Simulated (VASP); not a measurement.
# TePb3Se2 (P-3m1) in VASP: single point with LDA

Aim: the single point of TePb3Se2 with LDA.

Program: VASP 6.6.1. These are calculated values, not measurements. Logs are shortened: lines on timing, memory, paths and dates and some standing lists are left out, and cuts for length are marked.

**1. The cell of the first run**

It takes space group P-3m1 (No. 164, trigonal). The conventional cell has a = 4.478 Å, b = 4.478 Å, c = 10.971 Å, α = 90.00°, β = 90.00°, γ = 120.00°. Te (site symmetry -3m) has 6 Pb at 3.26 Å within 4.3 Å. Within 4.1 Å of Pb (site symmetry 3m) lie 3 Se at 3.12 Å and 3 Te at 3.26 Å. Within 4.1 Å of Pb (site symmetry -3m) lie 6 Se at 3.13 Å. Se (site symmetry 3m) has 6 Pb at 3.12 to 3.13 Å within 4.1 Å.

**2. Single point, LDA**

POSCAR reads:

```
TePb3Se2
1.0
    4.4778501341      0.0000000289      0.0000000000
   -2.2389250920      3.8779319560      0.0000000000
    0.0000000000      0.0000000000     10.9713542000
Te Pb Se
1 3 2
Direct
    0.0000000000      0.0000000000      0.5000000000
    0.3333333333      0.6666666667      0.6808210000
    0.6666666667      0.3333333333      0.3191790000
    0.0000000000      0.0000000000      0.0000000000
    0.3333333333      0.6666666667      0.1602730000
    0.6666666667      0.3333333333      0.8397270000
```

INCAR.step1 reads:

```
PREC     = Accurate       # precision mode
ENCUT    = 520            # plane-wave cutoff, eV
EDIFF    = 1E-6           # SCF threshold, eV
ISMEAR   = 0              # smearing method
SIGMA    = 0.02           # smearing width, eV
LREAL    = False          # projectors in reciprocal space
LASPH    = True           # aspherical terms in the spheres
NELM     = 60             # most SCF steps
ALGO     = Normal         # electronic algorithm
ISIF     = 2              # what is computed and relaxed
LWAVE    = False          # write WAVECAR
LCHARG   = True           # write CHGCAR
GGA      = CA             # functional
NBANDS   = 39             # bands
```

KPOINTS.step1 reads:

```
Automatic mesh
0
Gamma
  12 12 4
```

INCAR.step2 reads:

```
PREC     = Accurate       # precision mode
ENCUT    = 520            # plane-wave cutoff, eV
EDIFF    = 1E-6           # SCF threshold, eV
ISMEAR   = -5             # smearing method
SIGMA    = 0.02           # smearing width, eV
LREAL    = False          # projectors in reciprocal space
LASPH    = True           # aspherical terms in the spheres
NELM     = 60             # most SCF steps
ALGO     = Normal         # electronic algorithm
ISIF     = 2              # what is computed and relaxed
LWAVE    = False          # write WAVECAR
LCHARG   = False          # write CHGCAR
GGA      = CA             # functional
LORBIT   = 11             # projections on sites
NEDOS    = 1001           # points of the DOS
ICHARG   = 11             # starting density
```

KPOINTS.step2 reads:

```
Automatic mesh
0
Gamma
  18 18 6
```

Potentials or basis: VASP PAW LDA potentials, release 64 (Te, Pb_d, Se).

On the command line:

```sh
$ cat potpaw_LDA.64/Te/POTCAR potpaw_LDA.64/Pb_d/POTCAR potpaw_LDA.64/Se/POTCAR > POTCAR
$ cp INCAR.step1 INCAR
$ cp KPOINTS.step1 KPOINTS
$ mpirun -np 1 vasp_std > vasp.out
$ cp INCAR.step2 INCAR
$ cp KPOINTS.step2 KPOINTS
$ mpirun -np 1 vasp_std > vasp.out
```

OUTCAR:

```text
PREC = Accurate
   ENCUT = 520
   EDIFF = 1E-6
   ISMEAR = -5
   LREAL = False
   LASPH = True
   NELM = 60
   ISIF = 2
   GGA = CA
   LORBIT = 11
   ICHARG = 11

 ion  position               nearest neighbor table
   1  0.000  0.000  0.500-   2 3.26   3 3.26   2 3.26   3 3.26   3 3.26   2 3.26
   2  0.333  0.667  0.681-   6 3.12   6 3.12   6 3.12   1 3.26   1 3.26   1 3.26
   3  0.667  0.333  0.319-   5 3.12   5 3.12   5 3.12   1 3.26   1 3.26   1 3.26
   4  0.000  0.000  0.000-   5 3.13   6 3.13   5 3.13   6 3.13   6 3.13   5 3.13
   5  0.333  0.667  0.160-   3 3.12   3 3.12   3 3.12   4 3.13   4 3.13   4 3.13
   6  0.667  0.333  0.840-   2 3.12   2 3.12   2 3.12   4 3.13   4 3.13   4 3.13

  LATTYP: Found a hexagonal cell.
 ALAT       =     4.4778501341
 C/A-ratio  =     2.4501387656

  Lattice vectors:

 A1 = (   4.4778501341,   0.0000000289,   0.0000000000)
 A2 = (  -2.2389250920,   3.8779319560,   0.0000000000)
 A3 = (   0.0000000000,   0.0000000000,  10.9713542000)

Analysis of symmetry for initial positions (statically):
=====================================================================
 Subroutine PRICEL returns:
 Original cell was already a primitive cell.

 Routine SETGRP: Setting up the symmetry group for a
 hexagonal supercell.

 Subroutine GETGRP returns: Found 12 space group operations
 (whereof 12 operations were pure point group operations)
 out of a pool of 24 trial point group operations.

The static configuration has the point symmetry D_3d.

Analysis of symmetry for dynamics (positions and initial velocities):
=====================================================================
 Subroutine PRICEL returns:
 Original cell was already a primitive cell.

 Routine SETGRP: Setting up the symmetry group for a
 hexagonal supercell.

 Subroutine GETGRP returns: Found 12 space group operations
 (whereof 12 operations were pure point group operations)
 out of a pool of 24 trial point group operations.

The dynamic configuration has the point symmetry D_3d.

 Subroutine INISYM returns: Found 12 space group operations
 (whereof 12 operations are pure point group operations),
 and found     1 'primitive' translations

----------------------------------------------------------------------------------------

                                     Primitive cell

  volume of cell :     190.5154

  direct lattice vectors                    reciprocal lattice vectors
     4.477850134  0.000000029  0.000000000     0.223321453  0.128934703  0.000000000
    -2.238925092  3.877931956  0.000000000    -0.000000002  0.257869402  0.000000000
[... 105 lines left out ...]
   PSTRESS=    0.0 pullay stress
   NELECT =      60.0000    total number of electrons
   NUPDOWN=      -1.0000    fix difference up-down
   EMIN   =  10.00;   EMAX   =-10.00  energy-range for DOS
   EFERMI =   0.00;   METHOD = LEGACY
   ISMEAR =    -5;   SIGMA  =   0.02  broadening in eV -4-tet -1-fermi 0-gaus
   EFERMI_NEDOS =   21; number of points for ismear=-14 and -15
   IALGO  =     38    algorithm
   IMIX   =      4    mixing-type and parameters
     AMIX     =   0.40;   BMIX     =  1.00
     AMIX_MAG =   1.60;   BMIX_MAG =  1.00
  volume/ion in A,a.u.               =      31.75       214.28
  Fermi-wavevector in a.u.,A,eV,Ry     =   1.113821  2.104816 16.879339  1.240596
  Thomas-Fermi vector in A             =   2.250409
   LORBIT       =     11    0 simple, 1 ext, 2 COOP (PROOUT), +10 PAW based schemes
   GGA     = CA    functional components
   LHFCALC =     F    Hartree Fock is set to
   AEXX    =    0.0000 exact exchange contribution
   IVDW    =     0    specifies the selected vdW correction
   LEPSILON=     F    determine dielectric tensor
   LRPA    =     F    only Hartree local field effects (RPA)
 non-spin polarized calculation
 Fermi weights with tetrahedron method with Bloechl corrections
  energy-cutoff  :      520.00
  volume of cell :      190.52
 maximum number of plane-waves:      5180
 NGX is ok and might be reduce to    36

 number of electron      60.0000008 magnetization

 Free energy of the ion-electron system (eV)
  ---------------------------------------------------
  ext. energy  EPLUGINS =         0.00000000
  ---------------------------------------------------
  free energy    TOTEN  =       -27.45803550 eV

  energy without entropy =      -27.45803550  energy(sigma->0) =      -27.45803550

 E-fermi :   4.5045     XC(G=0):  -9.5501

 val. band max:        4.4929459758   @ k =   0.0000   0.0000   0.5000
 cond. band min:       4.9439036898   @ k =   0.5000   0.0000   0.5000
 fundamental gap:      0.4509577140
 Fermi energy:         4.5045384421

 k-point     1 :       0.0000    0.0000    0.0000
  band No.  band energies     occupation
      1     -12.1623      2.00000
      2     -12.1623      2.00000
      3     -12.1530      2.00000
      4     -12.1460      2.00000
      5     -12.1460      2.00000
      6     -12.1444      2.00000
[... 925 lines left out ...]
     35       8.2486      0.00000
     36       8.3741      0.00000

 [... further k-points ...]
[... 5 lines left out ...]
  --------------------------------------------------------------------------------------
  -------------------------------------------------------------------------------------
  Total       -4.5834883     -4.5834883     -4.5881352     -0.0000000      0.0000000     -0.0000000
  in kB      -38.5457702    -38.5457702    -38.5848499     -0.0000000      0.0000000     -0.0000000
  external PRESSURE =     -38.5587968 kB  Pullay stress =       0.0000000 kB

 VOLUME and BASIS-vectors are now :
 -----------------------------------------------------------------------------
  energy-cutoff  :      520.00
  volume of cell :      190.52
      direct lattice vectors                 reciprocal lattice vectors
     4.477850134  0.000000029  0.000000000     0.223321453  0.128934703  0.000000000
    -2.238925092  3.877931956  0.000000000    -0.000000002  0.257869402  0.000000000
     0.000000000  0.000000000 10.971354200     0.000000000  0.000000000  0.091146451

 POSITION                                       TOTAL-FORCE (eV/Angst)
 -----------------------------------------------------------------------------------
      0.00000      0.00000      5.48568        -0.000000      0.000000      0.000000
     -0.00000      2.58529      7.46953         0.000000     -0.000000      0.011952
      2.23893      1.29264      3.50183        -0.000000      0.000000     -0.011952
      0.00000      0.00000      0.00000        -0.000000      0.000000      0.000000
     -0.00000      2.58529      1.75841        -0.000000      0.000000      0.003436
      2.23893      1.29264      9.21294        -0.000000     -0.000000     -0.003436
 -----------------------------------------------------------------------------------
    total drift:                                0.000000      0.000000      0.000000

  FREE ENERGIE OF THE ION-ELECTRON SYSTEM (eV)
  ---------------------------------------------------
  free  energy   TOTEN  =       -27.4580354989 eV

  energy  without entropy=      -27.4580354989  energy(sigma->0) =      -27.45803550

 total charge

# of ion       s       p       d       tot
------------------------------------------
    1        1.379   1.994   0.017   3.390
    2        1.463   0.552   9.829  11.844
    3        1.463   0.552   9.829  11.844
    4        1.470   0.524   9.830  11.824
    5        1.474   2.295   0.014   3.783
    6        1.474   2.295   0.014   3.783
--------------------------------------------------
tot          8.722   8.211  29.534  46.467
```

OUTCAR.step1:

```text
PREC = Accurate
   ENCUT = 520
   EDIFF = 1E-6
   ISMEAR = 0
   LREAL = False
[... 1246 lines left out ...]
      2.23893      1.29264      3.50183         0.000000      0.000000     -0.012388
      0.00000      0.00000      0.00000        -0.000000     -0.000000      0.000000
     -0.00000      2.58529      1.75841         0.000000     -0.000000      0.003572
      2.23893      1.29264      9.21294        -0.000000      0.000000     -0.003572
 -----------------------------------------------------------------------------------
    total drift:                                0.000000      0.000000      0.000000

  FREE ENERGIE OF THE ION-ELECTRON SYSTEM (eV)
  ---------------------------------------------------
  free  energy   TOTEN  =       -27.4580806367 eV

  energy  without entropy=      -27.4580806367  energy(sigma->0) =      -27.45808064
```

It took 13 min on 1 thread of Intel Xeon 6975P-C (Granite Rapids), shared host; peak memory 1.1 GiB.

What came out:

```yaml
Valence_electrons_inside_the_program's_atomic_spheres: Te 3.39; Pb 11.84, 11.82 (each value once); Se 3.78
```

Caveat: spin-orbit coupling is left out, which moves the levels of the heavy elements.
